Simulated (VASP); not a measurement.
Pb3F2, 5 atoms in the cell. It takes space group R-3m (No. 166, trigonal). Conventional cell: a = 3.828 Å, b = 3.828 Å, c = 32.915 Å, α = 90.00°, β = 90.00°, γ = 120.00°. Pb (site symmetry -3m) has 6 F at 2.48 Å within 3.3 Å. Within 4.4 Å of Pb (site symmetry 3m) lie 9 Pb at 3.35 to 3.83 Å and 3 F at 3.81 Å. F (site symmetry 3m) has 3 Pb at 2.48 Å and 3 F at 3.15 Å within 3.3 Å. 

| Property | Result |
| --- | --- |
| Program | VASP 6.6.1 |
| Task | single point |
| Functional | PBE |
| Potentials or basis | VASP PAW PBE potentials, release 64 (Pb_d, F) |
| Cutoff | 520 eV |
| k mesh | 6 × 6 × 6 |
| Occupations | gaussian, width 0.1 eV |
| Spin | no spin polarisation |
| Dipole correction | no |
| Further INCAR settings | ALGO = Normal; EDIFF = 1e-07; NBANDS = 36 |

Potentials or basis: VASP PAW PBE potentials, release 64 (Pb_d, F).

The run is started by

```bash
$ cat potpaw_PBE.64/Pb_d/POTCAR potpaw_PBE.64/F/POTCAR > POTCAR
$ mpirun -np 1 vasp_std > vasp.out
```

Hardware: 1 thread of Intel(R) Xeon(R) 6975P-C (Granite Rapids), on a shared host.

**Question.** How long does it take, and how much memory?

**Answer.** Wall time 18 min on 1 thread of Intel(R) Xeon(R) 6975P-C (Granite Rapids), on a shared host, peak memory 1.1 GiB. Counts: scf iterations 16, k points 32.
